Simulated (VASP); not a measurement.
A run of VASP 6.6.1 is set up as follows.

INCAR

```
  PREC = Accurate
  ENCUT = 520
  EDIFF = 1E-6
  ISMEAR = -1
  SIGMA = 0.05
  LREAL = F
  LASPH = T
  NELM = 60
  ALGO = Normal
  ISIF = 2
  LWAVE = F
  LCHARG = F
  GGA = PE
  NBANDS = 73
```

The input KPOINTS:

```
regular mesh
0
Gamma
  2 3 3
```

Contents of POSCAR:

```
BaGeP2Au8
1.0
    8.2041380000     -0.2599990000      0.1748950000
   -0.3429810000      5.1671670000     -0.4080040000
   -0.6232950000     -0.5292120000      6.1888190000
Ge Ba P Au
1 1 2 8
Direct
    0.1279918787      0.0083004974      0.8679551780
    0.8207977109      0.1233485417      0.1411153376
    0.4792721713      0.9571676794      0.2761576862
    0.5740682213      0.3149972833      0.5577885684
    0.8506755526      0.0548887997      0.6422734207
    0.9851075741      0.5450242856      0.7280910460
    0.7064569346      0.6472894879      0.3795733749
    0.2887604117      0.4592161129      0.0216717048
    0.2536727297      0.7796504365      0.5171544692
    0.6087840500      0.5396444592      0.9496908556
    0.5231727680      0.9527041792      0.7793326666
    0.0307666233      0.6759793679      0.1777000357
```

Potentials or basis: VASP PAW PBE potentials, release 64 (Ge_d, Ba_sv, P, Au).

Run with:

```sh
$ cat potpaw_PBE.64/Ge_d/POTCAR potpaw_PBE.64/Ba_sv/POTCAR potpaw_PBE.64/P/POTCAR potpaw_PBE.64/Au/POTCAR > POTCAR
$ mpirun -np 1 vasp_std > vasp.out
```

Problem. What does it give for the largest force?

Solution. 1.138 eV/Å.

Problem. Predict the band gap on the k mesh.

Solution. Zero (bands 61 and 62 overlap by 0.13 eV).

Problem. What does it give for the pressure?

Solution. 4.8 GPa.

Forces in eV/Å, atoms in the order of the input:
```
Ge   0.912  0.049 -0.593
Ba   0.497  0.804  0.399
P   -0.722 -0.392  0.554
P    0.143 -1.119  0.151
Au   0.239  0.513  0.618
Au   0.089  0.575 -0.569
Au  -0.510 -0.455  0.080
Au   0.058 -0.316  0.069
Au  -0.117  0.074 -0.270
Au  -0.039 -0.578 -0.841
Au  -0.125  0.848  0.200
Au  -0.426 -0.003  0.204
```

Caveat: the k points lie up to 0.41 Å⁻¹ apart; spin-orbit coupling is left out, which moves the levels of the heavy elements.
